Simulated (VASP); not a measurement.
A run of VASP 6.6.1 is set up as follows.

Contents of INCAR:

```
SYSTEM = Ti
PREC = Accurate
ENCUT = 600
EDIFF = 1E-6
ISMEAR = 0
SIGMA = 0.1
LREAL = .FALSE.
LASPH = .TRUE.
NELM = 80
ALGO = Fast
ISIF = 3
LWAVE = .FALSE.
LCHARG = .FALSE.
GGA = PS
IBRION = 2
NSW = 80
EDIFFG = -0.015
```

The input KPOINTS:

```
regular mesh
0
G
  12 12 12
  0 0 0
```

Contents of POSCAR:

```
Ti
1.0
    0.0000000000     -3.2102321257      3.2102321257
    3.2102321257     -3.2102321257      0.0000000000
    3.2102321257      0.0000000000      3.2102321257
Ti
4
Direct
    0.0000000000      0.0000000000      0.0000000000
    0.2500000000      0.2500000000      0.2500000000
    0.5000000000      0.5000000000      0.5000000000
    0.7500000000      0.7500000000      0.7500000000
```

Potentials or basis: VASP PAW PBE potentials, release 64 (Ti_sv).

Command:

```console
$ cat potpaw_PBE.64/Ti_sv/POTCAR > POTCAR
$ mpirun -np 1 vasp_std > vasp.out
```

What does it give for the relaxed cell?

a = 4.535 Å, b = 4.535 Å, c = 4.535 Å, α = 60.00°, β = 60.00°, γ = 60.00°.

Estimate the space group after relaxing (to 0.1 Å).

Im-3m (No. 229).

What does it give for the relaxed volume?

16.49 Å³/atom.

Step by step:
```
step  energy change (eV)  largest force (eV/Å)  pressure (GPa)  volume (Å³)
   1              0.0000                0.0000           -0.44        66.17
   2             -0.0001                0.0000            0.29        65.73
   3             -0.0003                0.0000           -0.01        65.95
```

Caveat: the highest band is partly filled, so the run has too few bands; the PAW data sets were made with another functional, which shifts forces and pressure a little.
